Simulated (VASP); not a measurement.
A run of VASP 6.6.1 is set up as follows.

Contents of INCAR:

```
PREC = Accurate
ENCUT = 420
EDIFF = 1E-8
ISMEAR = -1
SIGMA = 0.05
LREAL = False
LASPH = True
NELM = 120
ALGO = Normal
ISIF = 2
LWAVE = False
LCHARG = False
GGA = PE
LEFG = True
NBANDS = 16
GGA_COMPAT = False
```

Contents of KPOINTS:

```
Automatic mesh
0
Gamma
  12 12 9
```

The input POSCAR:

```
ZrB2
1.0
    3.2599498203      0.0000000000      0.0000000000
   -1.6299749102      2.8231993595      0.0000000000
    0.0000000000      0.0000000000      3.5200000000
Zr B
1 2
Direct
    0.0000000000      0.0000000000      0.0000000000
    0.3333333333      0.6666666667      0.5000000000
    0.6666666667      0.3333333333      0.5000000000
```

Potentials or basis: VASP PAW PBE potentials, release 64 (Zr_sv, B).

The run is started by

```bash
$ cat potpaw_PBE.64/Zr_sv/POTCAR potpaw_PBE.64/B/POTCAR > POTCAR
$ mpirun -np 1 vasp_std > vasp.out
```

(1) Estimate the band gap on the k mesh.

(2) Predict the pressure.

Answers

(1) zero (band 9 reaches 10.43 eV, above the bottom of band 10 at 9.57 eV).

(2) -10.9 GPa.

Caveat: the cell differs from its parent crystal (equal xx and yy strain of +3 %); without QUAD_EFG the Cq values of the log hold for a quadrupole moment of 1 mb, not for the nuclei.
